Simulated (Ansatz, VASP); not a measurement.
**ZrTi3Si8: VASP beside Ansatz**

```
CELL_PARAMETERS angstrom
2.44262 -4.34728 0.00000
2.44262 4.34728 0.00000
0.00000 0.00000 8.39913
ATOMIC_POSITIONS crystal
Zr 0.50000 0.50000 0.00000
Ti 0.00000 0.00000 0.50000
Ti 0.50000 0.00000 0.74791
Ti 0.00000 0.50000 0.25209
Si 0.00000 0.00000 0.83181
Si 0.50000 0.50000 0.34357
Si 0.00000 0.00000 0.16819
Si 0.50000 0.50000 0.65643
Si 0.50000 0.00000 0.09505
Si 0.00000 0.50000 0.58649
Si 0.50000 0.00000 0.41351
Si 0.00000 0.50000 0.90495
```

Alike in both runs: functional PBE; k mesh 10 × 10 × 6; occupations fermi-dirac, width 0.15 eV; no spin polarisation.

Ansatz relaxed the structure, and its values are those at the end. VASP's run is a single point on that final structure, the one shown.

|  | VASP | Ansatz |
| --- | --- | --- |
| version | VASP 6.6.1 | Ansatz 0.2.0 |
| potentials or method | VASP PAW PBE potentials, release 64 (Zr_sv, Ti_sv, Si), cutoff 500 eV | scalar-relativistic, plane waves, PAW |
| valence electrons in the cell | 80 | 80 |

|  | VASP | Ansatz | Ansatz less VASP |
| --- | --- | --- | --- |
| gap on the k mesh at the Fermi level (eV) | none | none | - |
| pressure (GPa) | 0.0 | 0.0 | +0.02 |

A gap of «none» marks a metal or a gap that the smearing closes.
